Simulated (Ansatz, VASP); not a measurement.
**Two plane-wave programs on CoO**

```xyz
2
Lattice="2.8285 0.0000 0.0000 -1.4142 2.4495 0.0000 0.0000 0.0000 2.7217" Properties=species:S:1:pos:R:3 pbc="T T T"
Co    0.0000    0.0000    1.3609
O     1.4142    0.8165    0.0000
```

Alike in both runs: task single point; functional PBE; k mesh 11 × 11 × 10; occupations fermi-dirac, width 0.05 eV; no spin polarisation.

|  | VASP | Ansatz |
| --- | --- | --- |
| version | VASP 6.6.1 | Ansatz 0.2.0 |
| potentials or method | VASP PAW PBE potentials, release 64 (Co_sv, O) | Ansatz PAW |
| plane-wave cutoff (eV) | 700 | 420 |
| valence electrons in the cell | 23 | 23 |

|  | VASP | Ansatz | Ansatz less VASP |
| --- | --- | --- | --- |
| gap on the k mesh at the Fermi level (eV) | none | none | - |
| pressure (GPa) | -13.2 | -12.2 | +0.92 |
| traceless stress, the component that is largest in VASP (GPa) | -1.23 | -1.17 | +0.056 |

A gap of «none» marks a metal or a gap that the smearing closes. The functional is the same, so the differences come from potentials, cutoffs and numerics.
